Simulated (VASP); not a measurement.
# NaTa6 in VASP: further runs

The runs below take NaTa6 through single point, with PBEsol.

Everything below comes from runs of VASP 6.6.1. Logs are shortened: lines on timing, memory, paths and dates and some standing lists are left out, and cuts for length are marked.

**1. The cell of the first run**

The cell holds a slab with vacuum, 7 atoms: a = 4.639 Å, b = 4.639 Å, c = 19.944 Å, α = 90.00°, β = 90.00°, γ = 120.00°.

**2. Single point, PBEsol**

INCAR

```
ALGO = Normal ; DIPOL = 0.5 0.5 0.347
EDIFF = 1E-6 ; ENCUT = 520
GGA = PS ; IDIPOL = 3
ISIF = 2 ; ISMEAR = 0
LASPH = True ; LCHARG = False
LDIPOL = True ; LREAL = False
LWAVE = False ; NBANDS = 46
NELM = 80 ; PREC = Accurate
SIGMA = 0.1
```

KPOINTS

```
k-points
0
Gamma
  6 6 1
```

POSCAR

```
NaTa6
1.0
    4.6392671641      0.0000000000      0.0000000000
   -2.3196335821      4.0177232191      0.0000000000
    0.0000000000      0.0000000000     19.9438808552
Ta Na
6 1
Direct
    0.6666666667      0.3333333333      0.2005627706
    0.3333333334      0.6666666667      0.2480453268
    0.0000000000      0.0000000000      0.2955278831
    0.6666666667      0.3333333333      0.3400187737
    0.3333333334      0.6666666667      0.3814681521
    0.0000000000      0.0000000000      0.4233820346
    0.4444444444      0.8888888889      0.5387296685
```

Potentials or basis: VASP PAW PBE potentials, release 64 (Ta_pv, Na_pv).

Command:

```bash
$ cat potpaw_PBE.64/Ta_pv/POTCAR potpaw_PBE.64/Na_pv/POTCAR > POTCAR
$ mpirun -np 1 vasp_std > vasp.out
```

OUTCAR:

```text
EDIFF = 1E-6
   ENCUT = 520
   GGA = PS
   ISIF = 2
   ISMEAR = 0
   LASPH = True
   LREAL = False
   NELM = 80
   PREC = Accurate

 ion  position               nearest neighbor table
   1  0.667  0.333  0.201-   4 2.78   2 2.84   2 2.84   2 2.84   3 3.28   3 3.28   3 3.28
   2  0.333  0.667  0.248-   5 2.66   1 2.84   1 2.84   1 2.84   3 2.84   3 2.84   3 2.84   4 3.25
                             4 3.25   4 3.25
   3  0.000  0.000  0.296-   6 2.55   4 2.82   4 2.82   4 2.82   2 2.84   2 2.84   2 2.84   5 3.18
                             5 3.18   5 3.18   1 3.28   1 3.28   1 3.28
   4  0.667  0.333  0.340-   1 2.78   5 2.80   5 2.80   5 2.80   3 2.82   3 2.82   3 2.82   6 3.15
                             6 3.15   6 3.15   2 3.25   2 3.25   2 3.25
   5  0.333  0.667  0.381-   2 2.66   4 2.80   4 2.80   4 2.80   6 2.81   6 2.81   6 2.81   3 3.18
                             3 3.18   3 3.18
   6  0.000  0.000  0.423-   3 2.55   5 2.81   5 2.81   5 2.81   4 3.15   4 3.15   4 3.15
   7  0.444  0.889  0.539-

  LATTYP: Found a hexagonal cell.
 ALAT       =     4.6392671641
 C/A-ratio  =     4.2989291519

  Lattice vectors:

 A1 = (   4.6392671641,   0.0000000000,   0.0000000000)
 A2 = (  -2.3196335821,   4.0177232191,   0.0000000000)
 A3 = (   0.0000000000,   0.0000000000,  19.9438808552)

Analysis of symmetry for initial positions (statically):
=====================================================================
 Subroutine PRICEL returns:
 Original cell was already a primitive cell.

 Routine SETGRP: Setting up the symmetry group for a
 hexagonal supercell.

 Subroutine GETGRP returns: Found  2 space group operations
 (whereof  2 operations were pure point group operations)
 out of a pool of 24 trial point group operations.

The static configuration has the point symmetry C_1h.

Analysis of symmetry for dynamics (positions and initial velocities):
=====================================================================
 Subroutine PRICEL returns:
 Original cell was already a primitive cell.

 Routine SETGRP: Setting up the symmetry group for a
 hexagonal supercell.

 Subroutine GETGRP returns: Found  2 space group operations
 (whereof  2 operations were pure point group operations)
 out of a pool of 24 trial point group operations.

The dynamic configuration has the point symmetry C_1h.

 Subroutine INISYM returns: Found  2 space group operations
 (whereof  2 operations are pure point group operations),
 and found     1 'primitive' translations

----------------------------------------------------------------------------------------

                                     Primitive cell

  volume of cell :     371.7398

  direct lattice vectors                    reciprocal lattice vectors
     4.639267164  0.000000000  0.000000000     0.215551285  0.124448593  0.000000000
    -2.319633582  4.017723219  0.000000000     0.000000000  0.248897185  0.000000000
     0.000000000  0.000000000 19.943880855     0.000000000  0.000000000  0.050140693

  length of vectors
     4.639267164  4.639267164 19.943880855     0.248897185  0.248897185  0.050140693

  position of ions in fractional coordinates (direct lattice)
     0.666666667  0.333333333  0.200562771
     0.333333333  0.666666667  0.248045327
     0.000000000  0.000000000  0.295527883
     0.666666667  0.333333333  0.340018774
     0.333333333  0.666666667  0.381468152
     0.000000000  0.000000000  0.423382035
     0.444444444  0.888888889  0.538729668

  ion indices of the primitive-cell ions
   primitive index   ion index
                 1           1
                 2           2
                 3           3
                 4           4
                 5           5
                 6           6
                 7           7

----------------------------------------------------------------------------------------

 KPOINTS: k-points

Automatic generation of k-mesh.
 Grid dimensions read from file:
 generate k-points for:    6    6    1

 Generating k-lattice:

  Cartesian coordinates                     Fractional coordinates (reciprocal lattice)
     0.035925214  0.020741432  0.000000000     0.166666667  0.000000000  0.000000000
     0.000000000  0.041482864  0.000000000     0.000000000  0.166666667  0.000000000
     0.000000000  0.000000000  0.050140693     0.000000000  0.000000000  1.000000000

  Length of vectors
     0.041482864  0.041482864  0.050140693

  Shift w.r.t. Gamma in fractional coordinates (k-lattice)
     0.000000000  0.000000000  0.000000000

 Subroutine IBZKPT returns following result:
 ===========================================

 Found     13 irreducible k-points:

 Following reciprocal coordinates:
            Coordinates               Weight
  0.000000  0.000000  0.000000      1.000000
  0.166667  0.000000  0.000000      4.000000
  0.000000  0.166667  0.000000      2.000000
  0.333333 -0.000000  0.000000      4.000000
  0.000000  0.333333  0.000000      2.000000
  0.500000  0.000000  0.000000      2.000000
  0.000000  0.500000  0.000000      1.000000
  0.166667  0.166667  0.000000      4.000000
 -0.333333  0.166667  0.000000      2.000000
  0.333333  0.166667  0.000000      4.000000
 -0.166667  0.500000  0.000000      4.000000
  0.500000  0.333333  0.000000      4.000000
  0.333333  0.333333  0.000000      2.000000
   k-points           NKPTS =     13   k-points in BZ     NKDIM =     13   number of bands    NBANDS=     46
   number of dos      NEDOS =    301   number of ions     NIONS =      7
   total plane-waves  NPLWV = 194400
   dimension x,y,z NGX =    36 NGY =   36 NGZ =  150
   dimension x,y,z NGXF=    72 NGYF=   72 NGZF=  300
   ions per type =               6   1
   NGX,Y,Z   is equivalent  to a cutoff of  12.90, 12.90, 12.50 a.u.
   NGXF,Y,Z  is equivalent  to a cutoff of  25.80, 25.80, 25.01 a.u.
 SYSTEM =  unknown system
   PREC   = accura    normal or accurate (medium, high low for compatibility)
   ISTART =      0    job   : 0-new  1-cont  2-samecut
   ICHARG =      2    charge: 1-file 2-atom 10-const
   ISPIN  =      1    spin polarized calculation?
   LNONCOLLINEAR =      F non collinear calculations
   LSORBIT =      F    spin-orbit coupling
   LASPH  =      T    aspherical Exc in radial PAW
   ENCUT  =  520.0 eV  38.22 Ry    6.18 a.u.   8.63  8.63 37.08*2*pi/ulx,y,z
   NELM   =     80;   NELMIN=  2; NELMDL= -5     # of ELM steps
   EDIFF  = 0.1E-05   stopping-criterion for ELM
   LREAL  =      F    real-space projection
   EDIFFG = 0.1E-04   stopping-criterion for IOM
   NSW    =      0    number of steps for IOM
   IBRION =     -1    ionic relax: 0-MD 1-quasi-New 2-CG
   NFREE  =      0    steps in history (QN), initial steepest desc. (CG)
   ISIF   =      2    stress and relaxation
   ISYM   =      2    0-nonsym 1-usesym 2-fastsym
   POTIM  = 0.5000    time-step for ionic-motion
   TEBEG  =    0.0;   TEEND  =   0.0 temperature during run
   PSTRESS=    0.0 pullay stress
   NELECT =      73.0000    total number of electrons
   NUPDOWN=      -1.0000    fix difference up-down
   EMIN   =  10.00;   EMAX   =-10.00  energy-range for DOS
   EFERMI =   0.00;   METHOD = LEGACY
   ISMEAR =     0;   SIGMA  =   0.10  broadening in eV -4-tet -1-fermi 0-gaus
   EFERMI_NEDOS =   21; number of points for ismear=-14 and -15
   IALGO  =     38    algorithm
   IMIX   =      4    mixing-type and parameters
     AMIX     =   0.40;   BMIX     =  1.00
     AMIX_MAG =   1.60;   BMIX_MAG =  1.00
  volume/ion in A,a.u.               =      53.11       358.37
  Fermi-wavevector in a.u.,A,eV,Ry     =   0.951560  1.798187 12.319614  0.905466
  Thomas-Fermi vector in A             =   2.080041
   LORBIT       =      0    0 simple, 1 ext, 2 COOP (PROOUT), +10 PAW based schemes
   GGA     = PS    functional components
   LHFCALC =     F    Hartree Fock is set to
   AEXX    =    0.0000 exact exchange contribution
   IVDW    =     0    specifies the selected vdW correction
   LEPSILON=     F    determine dielectric tensor
   LRPA    =     F    only Hartree local field effects (RPA)
 non-spin polarized calculation
 Gauss-broadening in eV      SIGMA  =   0.10
  energy-cutoff  :      520.00
  volume of cell :      371.74
 maximum number of plane-waves:     10037
 NGX is ok and might be reduce to    36
   NGX = 17   NGY = 17   NGZ = 75

 dipolmoment           0.000000      0.000000      0.082843 electrons x Angstroem

 number of electron      73.0000008 magnetization

 dipolmoment           0.000000      0.000000     -0.119930 electrons x Angstroem

 Free energy of the ion-electron system (eV)
  ---------------------------------------------------
  ext. energy  EPLUGINS =         0.00000000
  ---------------------------------------------------
  free energy    TOTEN  =       -69.90225439 eV

  energy without entropy =      -69.86481766  energy(sigma->0) =      -69.88353603

 E-fermi :  -0.1010     XC(G=0):  -5.4335

 val. band max:       -0.1576514418   @ k =   0.5000   0.0000   0.0000
 cond. band min:      -0.0492498009   @ k =   0.3333  -0.0000   0.0000
 fundamental gap:      0.1084016409
 Fermi energy:        -0.1009742207

 k-point     1 :       0.0000    0.0000    0.0000
  band No.  band energies     occupation
      1     -34.8368      2.00000
      2     -34.6309      2.00000
      3     -34.5317      2.00000
      4     -34.5302      2.00000
      5     -34.3380      2.00000
      6     -34.3357      2.00000
[... 38 lines left out ...]
     45       2.2318      0.00000
     46       2.3883      0.00000

 k-point     2 :       0.1667    0.0000    0.0000
  band No.  band energies     occupation
      1     -34.8457      2.00000
      2     -34.6507      2.00000
      3     -34.5688      2.00000
      4     -34.5419      2.00000
      5     -34.4130      2.00000
      6     -34.3773      2.00000
[... 531 lines left out ...]
 k-point    13 :       0.3333    0.3333    0.0000
  band No.  band energies     occupation
      1     -34.8788      2.00000
      2     -34.7534      2.00000
      3     -34.5800      2.00000
      4     -34.4987      2.00000
      5     -34.4947      2.00000
      6     -34.3544      2.00000
[... 38 lines left out ...]
     45       1.7018      0.00000
     46       2.3857      0.00000

------------------------ aborting loop because EDIFF is reached ----------------------------------------

 vacuum level on the upper side and lower side of the slab       (xc-potential included)        -0.978         0.289

  FORCE on cell =-STRESS in cart. coord.  units (eV):
  Direction    XX          YY          ZZ          XY          YZ          ZX
  --------------------------------------------------------------------------------------
  -------------------------------------------------------------------------------------
  Total       -4.5334454     -5.4964117     -3.1710986      0.0000000      0.0657008     -0.0000000
  in kB      -19.5388905    -23.6892202    -13.6672538      0.0000000      0.2831666     -0.0000000
  external PRESSURE =     -18.9651215 kB  Pullay stress =       0.0000000 kB

 VOLUME and BASIS-vectors are now :
 -----------------------------------------------------------------------------
  energy-cutoff  :      520.00
  volume of cell :      371.74
      direct lattice vectors                 reciprocal lattice vectors
     4.639267164  0.000000000  0.000000000     0.215551285  0.124448593  0.000000000
    -2.319633582  4.017723219  0.000000000     0.000000000  0.248897185  0.000000000
     0.000000000  0.000000000 19.943880855     0.000000000  0.000000000  0.050140693

 POSITION                                       TOTAL-FORCE (eV/Angst)
 -----------------------------------------------------------------------------------
      2.31963      1.33924      4.00000         0.000000     -0.009430      1.759866
      0.00000      2.67848      4.94699        -0.000000      0.007915     -0.030954
      0.00000      0.00000      5.89397         0.000000     -0.016275     -1.873884
      2.31963      1.33924      6.78129         0.000000     -0.027495      0.075066
      0.00000      2.67848      7.60796        -0.000000      0.002480      0.103383
      0.00000      0.00000      8.44388        -0.000000      0.057658     -0.037433
     -0.00000      3.57131     10.74436         0.000000     -0.014855      0.003958
 -----------------------------------------------------------------------------------
    total drift:                               -0.000000     -0.000032      0.000263

  FREE ENERGIE OF THE ION-ELECTRON SYSTEM (eV)
  ---------------------------------------------------
  free  energy   TOTEN  =       -69.9022543921 eV

  energy  without entropy=      -69.8648176587  energy(sigma->0) =      -69.88353603

 vacuum level on the upper side and lower side of the slab         1.815         3.113
```

It took 11 min on 1 thread of Intel Xeon 6975P-C (Granite Rapids), shared host; peak memory 0.55 GiB.

Results:

```
Free energy            : -69.9023 eV
Largest force          : 1.874 eV/Å
Band gap on the k mesh : zero (an odd number of electrons rules out a gap without spin polarisation)
```

Forces in eV/Å, atoms in the order of the input:
```
Ta   0.000 -0.009  1.760
Ta   0.000  0.008 -0.031
Ta   0.000 -0.016 -1.874
Ta   0.000 -0.027  0.075
Ta   0.000  0.002  0.103
Ta   0.000  0.058 -0.037
Na   0.000 -0.015  0.004
```

Caveat: the PAW data sets were made with another functional, which shifts forces and pressure a little; spin-orbit coupling is left out, which moves the levels of the heavy elements.

**3. Single point, PBEsol**

INCAR

```
PREC = Accurate ; ENCUT = 520
EDIFF = 1E-7 ; ISMEAR = 0
SIGMA = 0.1 ; LREAL = F
LASPH = T ; NELM = 80
ALGO = Normal ; ISIF = 2
LWAVE = F ; LCHARG = F
LDIPOL = T ; IDIPOL = 3
DIPOL = 0.5 0.5 0.345 ; GGA = PS
NBANDS = 46
```

KPOINTS

```
regular mesh
0
Gamma
  6 6 1
```

POSCAR

```
NaTa6
1.0
    4.6392671641      0.0000000000      0.0000000000
   -2.3196335821      4.0177232191      0.0000000000
    0.0000000000      0.0000000000     19.9438808552
Ta Na
6 1
Direct
    0.6666666667      0.3333333333      0.2005627706
    0.3333333333      0.6666666666      0.2480453268
    0.0000000000      0.0000000000      0.2955278831
    0.6666666667      0.3333333333      0.3400187737
    0.3333333333      0.6666666666      0.3814681521
    0.0000000000      0.0000000000      0.4233820346
    0.8888888889      0.4444444444      0.5282739490
```

Potentials or basis: VASP PAW PBE potentials, release 64 (Ta_pv, Na_pv).

Command:

```bash
$ cat potpaw_PBE.64/Ta_pv/POTCAR potpaw_PBE.64/Na_pv/POTCAR > POTCAR
$ mpirun -np 1 vasp_std > vasp.out
```

It took 14 min on 1 thread of Intel Xeon 6975P-C (Granite Rapids), shared host; peak memory 0.55 GiB.

The run converged. Its results:

```yaml
Free_energy: -69.9882 eV
Largest_force: 1.854 eV/Å
Band_gap_on_the_k_mesh: zero (an odd number of electrons rules out a gap without spin polarisation)
```

Forces in eV/Å, atoms in the order of the input:
```
Ta   0.013  0.008  1.734
Ta  -0.011 -0.006 -0.038
Ta   0.014  0.008 -1.854
Ta   0.038  0.022  0.131
Ta   0.013  0.008  0.364
Ta   0.130  0.075 -0.344
Na  -0.198 -0.114  0.006
```

Levels at points of the mesh, in eV from the Fermi level:
| k point | band 32 | band 33 | band 34 | band 35 | band 36 | band 37 | band 38 | band 39 | band 40 | band 41 |
| --- | --- | --- | --- | --- | --- | --- | --- | --- | --- | --- |
| (0.00, 0.00, 0.00) | -1.33 | -1.01 | -0.98 | -0.94 | -0.43 | -0.42 | 0.15 | 0.21 | 0.22 | 0.84 |
| (0.50, 0.00, 0.00) | -1.54 | -1.15 | -0.97 | -0.73 | -0.30 | -0.07 | 0.08 | 0.83 | 1.06 | 1.10 |
| (0.00, 0.50, 0.00) | -1.57 | -1.15 | -0.97 | -0.74 | -0.31 | -0.06 | 0.07 | 0.80 | 1.03 | 1.13 |

Caveat: the PAW data sets were made with another functional, which shifts forces and pressure a little; spin-orbit coupling is left out, which moves the levels of the heavy elements.

The gap in the log of VASP goes by the Fermi energy; the results here count the filled bands.